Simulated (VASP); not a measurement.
Input of a VASP 6.6.1 run:

The input INCAR:

```
ALGO = Normal
EDIFF = 1E-6
ENCUT = 520
GGA = PE
ISIF = 2
ISMEAR = 0
LASPH = True
LCHARG = False
LREAL = False
LWAVE = False
NBANDS = 9
NELM = 100
PREC = Accurate
SIGMA = 0.15
```

Contents of KPOINTS:

```
k-points
0
Gamma
  6 6 3
```

File POSCAR:

```
MgH2
1.0
    3.0137309686      0.0000000000      0.0000000000
   -1.5068654843      2.6099675790      0.0000000000
    0.0000000000      0.0000000000      4.6069080180
Mg H
1 2
Direct
    0.0000000000      0.0000000000      0.0000000000
    0.6666666667      0.3333333333      0.7982205417
    0.3333333333      0.6666666667      0.2017794583
```

Potentials or basis: VASP PAW PBE potentials, release 64 (Mg, H).

Command:

```sh
$ cat potpaw_PBE.64/Mg/POTCAR potpaw_PBE.64/H/POTCAR > POTCAR
$ mpirun -np 1 vasp_std > vasp.out
```

Q: Predict the pressure.

A: 0.2 GPa.

Q: Estimate the band gap on the k mesh.

A: 4.46 eV, indirect (least direct gap 5.14 eV).

Stress tensor (GPa, compression positive):
```
0.01 0.00 0.00
0.00 0.01 0.00
0.00 0.00 0.49
```

Caveat: the k points lie up to 0.45 Å⁻¹ apart. Expect the measured gap to be larger: semilocal functionals such as PBE lack the derivative discontinuity.
